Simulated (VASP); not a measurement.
Crystal: MgI2.

```xyz
3
Lattice="0.0000 3.7557 3.7557 3.7557 0.0000 3.7557 3.7557 3.7557 0.0000" Properties=species:S:1:pos:R:3 pbc="T T T"
Mg    0.0000    0.0000    0.0000
I     1.8779    1.8779    1.8779
I     5.6336    5.6336    5.6336
```

Base run:

| Item | Value |
| --- | --- |
| Program | VASP 6.6.1 |
| Functional | r2SCAN |
| Potentials or basis | VASP PAW PBE potentials, release 64 (Mg, I) |
| Cutoff | 520 eV |
| k mesh | 6 × 6 × 6 |
| Occupations | gaussian, width 0.01 eV |
| Spin | no spin polarisation |

Its results: band gap on the k mesh 1.29 eV, indirect (least direct gap 1.51 eV); pressure -0.1 GPa.

Q: The run is repeated on the same cell with these changes: functional from r2SCAN to PBE. What comes out?

A: Band gap on the k mesh 0.58 eV, indirect (least direct gap 1.06 eV); pressure 0.2 GPa.

r2SCAN gives the wider gap, since meta-GGAs in the generalised Kohn-Sham scheme recover part of the derivative discontinuity.

Caveats: spin-orbit coupling is left out, which moves the levels of the heavy elements; the PAW data sets were made with another functional, which shifts forces and pressure a little (some runs).

A k mesh can miss the band edges.
